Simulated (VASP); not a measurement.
# Zn: single point with LDA

Crystal: Zn.

```
Zn
1.0
     2.67000    0.00000    0.00000
    -1.33500    2.31229    0.00000
     0.00000    0.00000    4.96600
Zn
2
Direct
  0.66667 0.33333 0.75000
  0.33333 0.66667 0.25000
```

```yaml
Program: VASP 6.6.1
Task: single point
Functional: LDA
Potentials_or_basis: VASP PAW LDA potentials, release 64 (Zn)
Cutoff: 520 eV
k_mesh: 11 × 11 × 6
Occupations: fermi-dirac, width 0.05 eV
Spin: no spin polarisation
```

The pressure is -8.5 GPa and the band gap on the k mesh is zero (band 12 reaches 4.53 eV, above the bottom of band 13 at -0.30 eV).

Stress tensor (GPa, compression positive):
```
-8.99  0.00  0.00
 0.00 -8.99  0.00
 0.00  0.00 -7.57
```

Levels at points of the mesh, in eV from the Fermi level:
| k point | band 10 | band 11 | band 12 | band 13 | band 14 | band 15 |
| --- | --- | --- | --- | --- | --- | --- |
| (0.00, 0.00, 0.00) | -7.02 | -7.02 | -3.44 | -2.99 | 13.53 | 17.30 |
| (0.00, 0.00, 0.50) | -7.11 | -7.11 | -7.11 | 4.64 | 4.64 | 18.59 |

Run time: 21 s on 1 thread of Intel(R) Xeon(R) Platinum 8488C (Sapphire Rapids) (shared host), peak memory 0.14 GiB.
